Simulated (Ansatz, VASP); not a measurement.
# Two plane-wave programs on Si

```
Si
1.0
     0.00000    2.73535    2.73535
     2.73535    0.00000    2.73535
     2.73535    2.73535    0.00000
Si
2
Direct
  0.25000 0.25000 0.25000
  0.00000 0.00000 0.00000
```

Alike in both runs: task single point; functional LDA; k mesh 8 × 8 × 8; occupations gaussian, width 0.02 eV; no spin polarisation.

```csv
,VASP,Ansatz
version,VASP 6.6.1,Ansatz 0.2.0
potentials or method,"VASP PAW LDA potentials, release 64 (Si), cutoff 500 eV","scalar-relativistic, plane waves, PAW"
valence electrons in the cell,8,8
```

```tsv
	VASP	Ansatz	Ansatz less VASP
gap on the k mesh at the Fermi level (eV)	0.55	0.55	+0.001
least direct gap on the mesh (eV)	2.51	2.52	+0.002
pressure (GPa)	-3.3	-3.4	-0.03
```

LDA's correlation is that of Perdew and Zunger in VASP and of Perdew and Wang (1992) in Ansatz.
